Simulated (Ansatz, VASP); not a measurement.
**ZrN: VASP beside Ansatz**

```
Zr N
1.0
     3.25269    0.00000    0.00000
     1.62635    2.81691    0.00000
     1.62635    0.93897    2.65581
Zr N
1 1
Direct
  0.50000 0.50000 0.50000
  0.00000 0.00000 0.00000
```

Alike in both runs: task single point; functional PBEsol; k mesh 7 × 7 × 7; no spin polarisation.

|  | VASP | Ansatz |
| --- | --- | --- |
| version | VASP 6.6.1 | Ansatz 0.2.0 |
| potentials or method | VASP PAW PBE potentials, release 64 (Zr_sv, N) | plane waves, PAW |
| plane-wave cutoff (eV) | 600 | 420 |
| occupations | methfessel-paxton of order 1, width 0.15 eV | cold, width 0.15 eV |
| valence electrons in the cell | 17 | 17 |

```csv
,VASP,Ansatz,Ansatz less VASP
gap on the k mesh at the Fermi level (eV),none,none,-
pressure (GPa),-7.5,-7.7,-0.23
```

VASP's potentials were made for PBE, not for PBEsol. A gap of «none» marks a metal or a gap that the smearing closes.
